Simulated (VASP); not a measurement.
# BaTiO3 (R3m) in VASP: further runs

BaTiO3 is run at these levels: PBEsol+D3(BJ), PBEsol, BLYP+D3(BJ); tasks: single point, relaxation of cell and atoms.

All numbers are computed with VASP 6.6.1; they aren't measurements. Logs are shortened: lines on timing, memory, paths and dates and some standing lists are left out, and cuts for length are marked.

## Step 1: The cell of the first run

Symmetry: R3m, No. 160, trigonal system. The conventional cell has a = 5.587 Å, b = 5.587 Å, c = 6.854 Å, α = 90.00°, β = 90.00°, γ = 120.00°. Ba (site symmetry 3m) has 12 O at 2.75 to 2.85 Å and 8 Ti at 3.37 to 3.49 Å within 3.6 Å. Ti (site symmetry 3m) has 6 O at 1.90 to 2.06 Å within 2.5 Å. Within 2.5 Å of O (site symmetry m) lie 2 Ti at 1.90 to 2.06 Å.

## Step 2: Single point, PBEsol+D3(BJ)

Contents of INCAR:

```
ALGO = Normal
EDIFF = 1E-6
ENCUT = 520
GGA = PS
ISIF = 2
ISMEAR = 0
IVDW = 12
LASPH = T
LCHARG = F
LREAL = F
LWAVE = F
NBANDS = 28
NELM = 80
PREC = Accurate
SIGMA = 0.01
```

Contents of KPOINTS:

```
k-points
0
Gamma
  6 6 6
```

Contents of POSCAR:

```
BaTiO3
1.0
    2.7934875994      1.6128208175      2.2846270265
   -2.7934875994      1.6128208175      2.2846270265
    0.0000000000     -3.2256416350      2.2846270265
Ba Ti O
1 1 3
Direct
   -0.0003842920     -0.0003842920     -0.0003842920
    0.4910630260      0.4910630260      0.4910630260
    0.5082921412      0.5082921412      0.0119369865
    0.0119369865      0.5082921412      0.5082921412
    0.5082921412      0.0119369865      0.5082921412
```

Potentials or basis: VASP PAW PBE potentials, release 64 (Ba_sv, Ti_sv, O).

Command:

```bash
cat potpaw_PBE.64/Ba_sv/POTCAR potpaw_PBE.64/Ti_sv/POTCAR potpaw_PBE.64/O/POTCAR > POTCAR
mpirun -np 1 vasp_std > vasp.out
```

OUTCAR:

```text
EDIFF = 1E-6
   ENCUT = 520
   GGA = PS
   ISIF = 2
   ISMEAR = 0
   IVDW = 12
   LASPH = T
   LREAL = F
   NELM = 80
   PREC = Accurate
 IVDW          = 12

 ion  position               nearest neighbor table
   1  1.000  1.000  1.000-   4 2.75   5 2.75   3 2.75   3 2.79   3 2.79   5 2.79   4 2.79   4 2.79
                             5 2.79   4 2.85   5 2.85   3 2.85   2 3.37   2 3.40   2 3.40   2 3.40
   2  0.491  0.491  0.491-   4 1.90   5 1.90   3 1.90   5 2.06   4 2.06   3 2.06   1 3.37   1 3.40
                             1 3.40   1 3.40   1 3.44   1 3.44   1 3.44   1 3.49
   3  0.508  0.508  0.012-   2 1.90   2 2.06   1 2.75   1 2.79   1 2.79   1 2.85
   4  0.012  0.508  0.508-   2 1.90   2 2.06   1 2.75   1 2.79   1 2.79   1 2.85
   5  0.508  0.012  0.508-   2 1.90   2 2.06   1 2.75   1 2.79   1 2.79   1 2.85

  LATTYP: Found a trigonal (rhomboedric) cell.
 ALAT       =     3.9527565834
 COS(alpha) =     0.0010969252

  Lattice vectors:

 A1 = (   2.7934875994,   1.6128208175,   2.2846270265)
 A2 = (  -2.7934875994,   1.6128208175,   2.2846270265)
 A3 = (   0.0000000000,  -3.2256416350,   2.2846270265)

Analysis of symmetry for initial positions (statically):
=====================================================================
 Subroutine PRICEL returns:
 Original cell was already a primitive cell.

 Routine SETGRP: Setting up the symmetry group for a
 trigonal (rhombohedral) supercell.

 Subroutine GETGRP returns: Found  6 space group operations
 (whereof  6 operations were pure point group operations)
 out of a pool of 12 trial point group operations.

The static configuration has the point symmetry C_3v.

Analysis of symmetry for dynamics (positions and initial velocities):
=====================================================================
 Subroutine PRICEL returns:
 Original cell was already a primitive cell.

 Routine SETGRP: Setting up the symmetry group for a
 trigonal (rhombohedral) supercell.

 Subroutine GETGRP returns: Found  6 space group operations
 (whereof  6 operations were pure point group operations)
 out of a pool of 12 trial point group operations.

The dynamic configuration has the point symmetry C_3v.

 Subroutine INISYM returns: Found  6 space group operations
 (whereof  6 operations are pure point group operations),
 and found     1 'primitive' translations

----------------------------------------------------------------------------------------

                                     Primitive cell

  volume of cell :      61.7589

  direct lattice vectors                    reciprocal lattice vectors
     2.793487599  1.612820818  2.284627026     0.178987728  0.103338613  0.145902736
    -2.793487599  1.612820818  2.284627026    -0.178987728  0.103338613  0.145902736
     0.000000000 -3.225641635  2.284627026     0.000000000 -0.206677226  0.145902736

  length of vectors
     3.952756583  3.952756583  3.952756583     0.252988308  0.252988308  0.252988308

  position of ions in fractional coordinates (direct lattice)
     0.999615708  0.999615708  0.999615708
     0.491063026  0.491063026  0.491063026
     0.508292141  0.508292141  0.011936986
     0.011936986  0.508292141  0.508292141
     0.508292141  0.011936986  0.508292141

  ion indices of the primitive-cell ions
   primitive index   ion index
                 1           1
                 2           2
                 3           3
                 4           4
                 5           5

----------------------------------------------------------------------------------------

 KPOINTS: k-points

Automatic generation of k-mesh.
 Grid dimensions read from file:
 generate k-points for:    6    6    6

 Generating k-lattice:

  Cartesian coordinates                     Fractional coordinates (reciprocal lattice)
     0.029831288  0.017223102  0.024317123     0.166666667  0.000000000 -0.000000000
    -0.029831288  0.017223102  0.024317123     0.000000000  0.166666667 -0.000000000
     0.000000000 -0.034446204  0.024317123    -0.000000000 -0.000000000  0.166666667

  Length of vectors
     0.042164718  0.042164718  0.042164718

  Shift w.r.t. Gamma in fractional coordinates (k-lattice)
     0.000000000  0.000000000  0.000000000

 Subroutine IBZKPT returns following result:
 ===========================================

 Found     32 irreducible k-points:

 Following reciprocal coordinates:
            Coordinates               Weight
  0.000000  0.000000  0.000000      1.000000
  0.166667 -0.000000  0.000000      6.000000
  0.333333 -0.000000  0.000000      6.000000
  0.500000 -0.000000  0.000000      3.000000
  0.166667  0.166667  0.000000      6.000000
  0.333333  0.166667 -0.000000     12.000000
[... 16 lines left out ...]
  0.500000  0.500000  0.166667      6.000000
 -0.333333  0.500000  0.166667     12.000000
 [... further k-points ...]
   k-points           NKPTS =     32   k-points in BZ     NKDIM =     32   number of bands    NBANDS=     28
   number of dos      NEDOS =    301   number of ions     NIONS =      5
   total plane-waves  NPLWV =  27000
   dimension x,y,z NGX =    30 NGY =   30 NGZ =   30
   dimension x,y,z NGXF=    60 NGYF=   60 NGZF=   60
   ions per type =               1   1   3
   NGX,Y,Z   is equivalent  to a cutoff of  12.62, 12.62, 12.62 a.u.
   NGXF,Y,Z  is equivalent  to a cutoff of  25.23, 25.23, 25.23 a.u.
 SYSTEM =  unknown system
   PREC   = accura    normal or accurate (medium, high low for compatibility)
   ISTART =      0    job   : 0-new  1-cont  2-samecut
   ICHARG =      2    charge: 1-file 2-atom 10-const
   ISPIN  =      1    spin polarized calculation?
   LNONCOLLINEAR =      F non collinear calculations
   LSORBIT =      F    spin-orbit coupling
   LASPH  =      T    aspherical Exc in radial PAW
   ENCUT  =  520.0 eV  38.22 Ry    6.18 a.u.   7.35  7.35  7.35*2*pi/ulx,y,z
   NELM   =     80;   NELMIN=  2; NELMDL= -5     # of ELM steps
   EDIFF  = 0.1E-05   stopping-criterion for ELM
   LREAL  =      F    real-space projection
   EDIFFG = 0.1E-04   stopping-criterion for IOM
   NSW    =      0    number of steps for IOM
   IBRION =     -1    ionic relax: 0-MD 1-quasi-New 2-CG
   NFREE  =      0    steps in history (QN), initial steepest desc. (CG)
   ISIF   =      2    stress and relaxation
   ISYM   =      2    0-nonsym 1-usesym 2-fastsym
   POTIM  = 0.5000    time-step for ionic-motion
   TEBEG  =    0.0;   TEEND  =   0.0 temperature during run
   PSTRESS=    0.0 pullay stress
   NELECT =      40.0000    total number of electrons
   NUPDOWN=      -1.0000    fix difference up-down
   EMIN   =  10.00;   EMAX   =-10.00  energy-range for DOS
   EFERMI =   0.00;   METHOD = LEGACY
   ISMEAR =     0;   SIGMA  =   0.01  broadening in eV -4-tet -1-fermi 0-gaus
   EFERMI_NEDOS =   21; number of points for ismear=-14 and -15
   IALGO  =     38    algorithm
   IMIX   =      4    mixing-type and parameters
     AMIX     =   0.40;   BMIX     =  1.00
     AMIX_MAG =   1.60;   BMIX_MAG =  1.00
  volume/ion in A,a.u.               =      12.35        83.35
  Fermi-wavevector in a.u.,A,eV,Ry     =   1.416430  2.676664 27.297002  2.006273
  Thomas-Fermi vector in A             =   2.537765
   LORBIT       =      0    0 simple, 1 ext, 2 COOP (PROOUT), +10 PAW based schemes
   GGA     = PS    functional components
   LHFCALC =     F    Hartree Fock is set to
   AEXX    =    0.0000 exact exchange contribution
   IVDW    =    12    specifies the selected vdW correction
   LEPSILON=     F    determine dielectric tensor
   LRPA    =     F    only Hartree local field effects (RPA)
 non-spin polarized calculation
 Gauss-broadening in eV      SIGMA  =   0.01
  energy-cutoff  :      520.00
  volume of cell :       61.76
 maximum number of plane-waves:      1689
 NGX is ok and might be reduce to    30
   NGX = 15   NGY = 15   NGZ = 15

 number of electron      40.0000016 magnetization

 Free energy of the ion-electron system (eV)
  ---------------------------------------------------
  ext. energy  EPLUGINS =         0.00000000
  ---------------------------------------------------
  free energy    TOTEN  =       -41.96434633 eV

  energy without entropy =      -41.96434633  energy(sigma->0) =      -41.96434633

 E-fermi :   4.1167     XC(G=0): -11.7096

 val. band max:        3.9587061023   @ k =   0.5000   0.5000   0.5000
 cond. band min:       6.0327238853   @ k =   0.0000   0.0000   0.0000
 fundamental gap:      2.0740177830
 Fermi energy:         4.1166883110

 k-point     1 :       0.0000    0.0000    0.0000
  band No.  band energies     occupation
      1     -52.1020      2.00000
      2     -28.4702      2.00000
      3     -28.4702      2.00000
      4     -28.4656      2.00000
      5     -20.7123      2.00000
      6     -12.9098      2.00000
[... 20 lines left out ...]
     27       8.9304      0.00000
     28      11.5600      0.00000

 k-point     2 :       0.1667   -0.0000    0.0000
  band No.  band energies     occupation
      1     -52.1017      2.00000
      2     -28.4855      2.00000
      3     -28.4695      2.00000
      4     -28.4662      2.00000
      5     -20.6754      2.00000
      6     -12.9469      2.00000
[... 20 lines left out ...]
     27       9.4992      0.00000
     28      12.2340      0.00000

 k-point     3 :       0.3333   -0.0000    0.0000
  band No.  band energies     occupation
      1     -52.1010      2.00000
      2     -28.5182      2.00000
      3     -28.4682      2.00000
      4     -28.4650      2.00000
      5     -20.5998      2.00000
      6     -13.1185      2.00000
[... 20 lines left out ...]
     27      10.8336      0.00000
     28      12.3851      0.00000

 k-point     4 :       0.5000   -0.0000    0.0000
  band No.  band energies     occupation
      1     -52.1007      2.00000
      2     -28.5344      2.00000
      3     -28.4675      2.00000
      4     -28.4643      2.00000
      5     -20.5609      2.00000
      6     -13.2256      2.00000
[... 578 lines left out ...]
     27      11.5466      0.00000
     28      12.6497      0.00000

 k-point    23 :       0.5000    0.5000    0.1667
  band No.  band energies     occupation
      1     -52.0991      2.00000
      2     -28.5303      2.00000
      3     -28.5272      2.00000
      4     -28.4792      2.00000
      5     -20.4485      2.00000
      6     -12.4313      2.00000
[... 20 lines left out ...]
     27      12.6647      0.00000
     28      13.0271      0.00000

 k-point    24 :      -0.3333    0.5000    0.1667
  band No.  band energies     occupation
      1     -52.0994      2.00000
      2     -28.5301      2.00000
      3     -28.5130      2.00000
      4     -28.4798      2.00000
      5     -20.4713      2.00000
      6     -12.6286      2.00000
[... 20 lines left out ...]
     27      12.2812      0.00000
     28      12.7782      0.00000

 [... further k-points ...]

------------------------ aborting loop because EDIFF is reached ----------------------------------------

 Edisp (eV)   -1.37356

 E8    (eV) :    -0.9513

  FORCE on cell =-STRESS in cart. coord.  units (eV):
  Direction    XX          YY          ZZ          XY          YZ          ZX
  --------------------------------------------------------------------------------------
  -------------------------------------------------------------------------------------
  Total       0.84654     0.84654     0.83825     0.00000     0.00000     0.00000
  in kB      21.96130    21.96130    21.74616     0.00000     0.00000     0.00000
  external pressure =       21.89 kB  Pullay stress =        0.00 kB

 VOLUME and BASIS-vectors are now :
 -----------------------------------------------------------------------------
  energy-cutoff  :      520.00
  volume of cell :       61.76
      direct lattice vectors                 reciprocal lattice vectors
     2.793487599  1.612820818  2.284627026     0.178987728  0.103338613  0.145902736
    -2.793487599  1.612820818  2.284627026    -0.178987728  0.103338613  0.145902736
     0.000000000 -3.225641635  2.284627026     0.000000000 -0.206677226  0.145902736

 POSITION                                       TOTAL-FORCE (eV/Angst)
 -----------------------------------------------------------------------------------
      0.00000      0.00000      6.85125        -0.000000     -0.000000      0.029216
      0.00000      0.00000      3.36569        -0.000000     -0.000000      0.040230
      0.00000      1.60106      2.34979        -0.000000      0.012590     -0.023149
     -1.38656     -0.80053      2.34979        -0.010903     -0.006295     -0.023149
      1.38656     -0.80053      2.34979         0.010903     -0.006295     -0.023149
 -----------------------------------------------------------------------------------
    total drift:                                0.000000      0.000002     -0.000305

  FREE ENERGIE OF THE ION-ELECTRON SYSTEM (eV)
  ---------------------------------------------------
  free  energy   TOTEN  =       -43.3379017880 eV

  energy  without entropy=      -43.3379017880  energy(sigma->0) =      -43.33790179
```

Run time: 44 s. Hardware: 1 thread of Intel Xeon Platinum 8488C (Sapphire Rapids), shared host; peak memory 0.21 GiB.

What came out:

| Item | Value |
| --- | --- |
| Free energy | -43.3379 eV |
| Pressure | 2.2 GPa |
| Largest force | 0.040 eV/Å |
| Band gap on the k mesh | 2.07 eV, indirect (least direct gap 2.31 eV) |
| Dispersion energy per atom | -0.275 eV |

Forces on the atoms (eV/Å):
```
Ba   0.000  0.000  0.029
Ti   0.000  0.000  0.040
O    0.000  0.013 -0.023
O   -0.011 -0.006 -0.023
O    0.011 -0.006 -0.023
```

Caveat: the PAW data sets were made with another functional, which shifts forces and pressure a little; spin-orbit coupling is left out, which moves the levels of the heavy elements. A k mesh can miss the band edges.

## Step 3: Single point, PBEsol

This run uses another cell than the first one, of 12.69 Å³/atom, 1.028 times its volume.

Contents of INCAR:

```
SYSTEM = BaTiO3
  ALGO = Normal
  EDIFF = 1E-6
  ENCUT = 520
  GGA = PS
  ISIF = 2
  ISMEAR = 0
  LASPH = .TRUE.
  LCHARG = .FALSE.
  LREAL = .FALSE.
  LWAVE = .FALSE.
  NBANDS = 28
  NELM = 60
  PREC = Accurate
  SIGMA = 0.01
```

Contents of KPOINTS:

```
k-points
0
G
  6 6 6
  0 0 0
```

Contents of POSCAR:

```
BaTiO3
1.0
    2.8171712673      1.6264945895      2.3083310485
   -2.8171712673      1.6264945895      2.3083310485
    0.0000000000     -3.2529891790      2.3083310485
Ba Ti O
1 1 3
Direct
   -0.0023505022     -0.0023505022     -0.0023505022
    0.4865866650      0.4865866650      0.4865866650
    0.5095573161      0.5095573161      0.0158492077
    0.0158492077      0.5095573161      0.5095573161
    0.5095573161      0.0158492077      0.5095573161
```

Potentials or basis: VASP PAW PBE potentials, release 64 (Ba_sv, Ti_sv, O).

Command:

```bash
cat potpaw_PBE.64/Ba_sv/POTCAR potpaw_PBE.64/Ti_sv/POTCAR potpaw_PBE.64/O/POTCAR > POTCAR
mpirun -np 1 vasp_std > vasp.out
```

It took 42 s on 1 thread of Intel Xeon Platinum 8488C (Sapphire Rapids), shared host; peak memory 0.2 GiB.

Results (log left out):

- Free energy: -42.0033 eV
- Pressure: 2.0 GPa
- Largest force: 0.058 eV/Å
- Band gap on the k mesh: 2.26 eV, indirect (least direct gap 2.61 eV)

Forces in eV/Å, atoms in the order of the input:
```
Ba   0.000  0.000  0.037
Ti   0.000  0.000  0.058
O    0.000  0.021 -0.032
O   -0.018 -0.011 -0.032
O    0.018 -0.011 -0.032
```

Levels at points of the mesh, in eV from the valence-band top:
| k point | band 18 | band 19 | band 20 | band 21 | band 22 | band 23 |
| --- | --- | --- | --- | --- | --- | --- |
| (0.00, 0.00, 0.00) | -0.48 | -0.35 | -0.35 | 2.26 | 2.26 | 2.40 |
| (0.50, 0.00, 0.00) | -1.69 | -0.94 | -0.82 | 2.44 | 3.78 | 3.87 |
| (0.50, 0.50, 0.00) | -0.89 | -0.85 | -0.10 | 3.84 | 3.85 | 4.20 |
| (0.50, 0.50, 0.50) | -0.02 | -0.02 | 0.00 | 4.36 | 4.49 | 4.49 |

Caveat: the PAW data sets were made with another functional, which shifts forces and pressure a little; spin-orbit coupling is left out, which moves the levels of the heavy elements. A k mesh can miss the band edges.

## Step 4: Single point, BLYP+D3(BJ)

This run uses another cell than the first one, of 13.06 Å³/atom, 1.058 times its volume.

Contents of INCAR:

```
SYSTEM = BaTiO3
AGGAC = 1.0
AGGAX = 1.0
ALDAC = 0.0
ALDAX = 1.0
ALGO = Normal
EDIFF = 1E-6
ENCUT = 520
GGA = B5
ISIF = 2
ISMEAR = 0
IVDW = 12
LASPH = .TRUE.
LCHARG = .TRUE.
LELF = .TRUE.
LREAL = .FALSE.
LVHAR = .TRUE.
LWAVE = .FALSE.
NBANDS = 28
NELM = 60
PREC = Accurate
SIGMA = 0.01
VDW_A1 = 0.4298
VDW_A2 = 4.2359
VDW_S6 = 1.0
VDW_S8 = 2.6996
```

KPOINTS is that of step 3.

Contents of POSCAR:

```
BaTiO3
1.0
    2.8430292607      1.6414237090      2.3326276406
   -2.8430292607      1.6414237090      2.3326276406
    0.0000000000     -3.2828474179      2.3326276406
Ba Ti O
1 1 3
Direct
   -0.0032500885     -0.0032500885     -0.0032500885
    0.4843381972      0.4843381972      0.4843381972
    0.5101936884      0.5101936884      0.0177245174
    0.0177245174      0.5101936884      0.5101936884
    0.5101936884      0.0177245174      0.5101936884
```

Command:

```bash
cat potpaw_PBE.64/Ba_sv/POTCAR potpaw_PBE.64/Ti_sv/POTCAR potpaw_PBE.64/O/POTCAR > POTCAR
mpirun -np 1 vasp_std > vasp.out
```

It took 74 s on 1 thread of Intel Xeon Platinum 8488C (Sapphire Rapids), shared host; peak memory 0.21 GiB.

The run converged. Its results:

| Item | Value |
| --- | --- |
| Free energy | -41.1414 eV |
| Pressure | 2.0 GPa |
| Largest force | 0.136 eV/Å |
| Band gap on the k mesh | 2.39 eV, indirect (least direct gap 2.80 eV) |
| Dispersion energy per atom | -0.602 eV |

Forces in eV/Å, atoms in the order of the input:
```
Ba   0.000  0.000  0.037
Ti   0.000  0.000  0.136
O    0.000  0.061 -0.058
O   -0.052 -0.030 -0.058
O    0.052 -0.030 -0.058
```

Stress tensor (GPa, compression positive):
```
2.02 0.00 0.00
0.00 2.02 0.00
0.00 0.00 1.89
```

Levels at points of the mesh, in eV from the valence-band top:
```csv
k point,band 17,band 18,band 19,band 20,band 21,band 22,band 23,band 24
"(0.00, 0.00, 0.00)",-1.02,-0.55,-0.42,-0.42,2.39,2.39,2.53,4.34
"(0.50, 0.00, 0.00)",-1.65,-1.56,-0.95,-0.82,2.54,3.66,3.78,4.30
"(0.50, 0.50, 0.00)",-1.57,-0.87,-0.83,-0.09,3.74,3.74,4.07,4.90
"(0.50, 0.50, 0.50)",-2.30,-0.02,-0.02,0.00,4.17,4.33,4.33,6.67
```

Caveat: the PAW data sets were made with another functional, which shifts forces and pressure a little; spin-orbit coupling is left out, which moves the levels of the heavy elements. A k mesh can miss the band edges.

(Part 1 of 2 ends here.)
